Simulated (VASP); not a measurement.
Wanted: the native input for a VASP 6.6.1 run.

| Property | Result |
| --- | --- |
| Task | single point |
| Functional | r2SCAN |
| Potentials or basis | VASP PAW PBE potentials, release 64 (B, P) |
| Cutoff | 520 eV |
| k mesh | 10 × 10 × 10 |
| Occupations | gaussian, width 0.02 eV |
| Spin | no spin polarisation |
| Dipole correction | no |
| Further INCAR settings | ALGO = Normal; EDIFF = 1e-06; NBANDS = 11 |

Crystal: BP.

```
CELL_PARAMETERS angstrom
0.00000 2.24535 2.24535
2.24535 0.00000 2.24535
2.24535 2.24535 0.00000
ATOMIC_POSITIONS crystal
B 0.00000 0.00000 0.00000
P 0.25000 0.25000 0.25000
```

This cell differs from its parent crystal: volume scaled by 0.97.

These files were run (other wordings do the same):

POSCAR

```
BP
1.0
    0.0000000000      2.2453534552      2.2453534552
    2.2453534552      0.0000000000      2.2453534552
    2.2453534552      2.2453534552      0.0000000000
B P
1 1
Direct
    0.0000000000      0.0000000000      0.0000000000
    0.2500000000      0.2500000000      0.2500000000
```

INCAR.step1

```
PREC = Accurate ; ENCUT = 520
ISMEAR = 0 ; SIGMA = 0.02
LREAL = False ; LASPH = True
NELM = 60 ; NBANDS = 11
GGA = PE ; ALGO = Normal
EDIFF = 1E-4 ; LWAVE = True
LCHARG = False
```

INCAR.step2

```
PREC = Accurate ; ENCUT = 520
EDIFF = 1E-6 ; ISMEAR = 0
SIGMA = 0.02 ; LREAL = False
LASPH = True ; NELM = 60
ALGO = Normal ; ISIF = 2
LWAVE = False ; LCHARG = True
METAGGA = R2SCAN ; LMIXTAU = True
LELF = True ; LVHAR = True
NBANDS = 11 ; ISTART = 1
```

KPOINTS

```
regular mesh
0
Gamma
  10 10 10
```

Potentials or basis: VASP PAW PBE potentials, release 64 (B, P).

Command:

```sh
$ cat potpaw_PBE.64/B/POTCAR potpaw_PBE.64/P/POTCAR > POTCAR
$ cp INCAR.step1 INCAR
$ mpirun -np 1 vasp_std > vasp.out
$ cp INCAR.step2 INCAR
$ mpirun -np 1 vasp_std > vasp.out
```

Results of the run:

| Property | Result |
| --- | --- |
| Pressure | 4.9 GPa |
| Band gap on the k mesh | 1.40 eV, indirect (least direct gap 3.69 eV) |

Caveat: the PAW data sets were made with another functional, which shifts forces and pressure a little.

It took 28 s on 1 thread of Intel(R) Xeon(R) Platinum 8259CL CPU @ 2.50GHz (Skylake/Cascade Lake), on a shared host, peak memory 0.14 GiB.
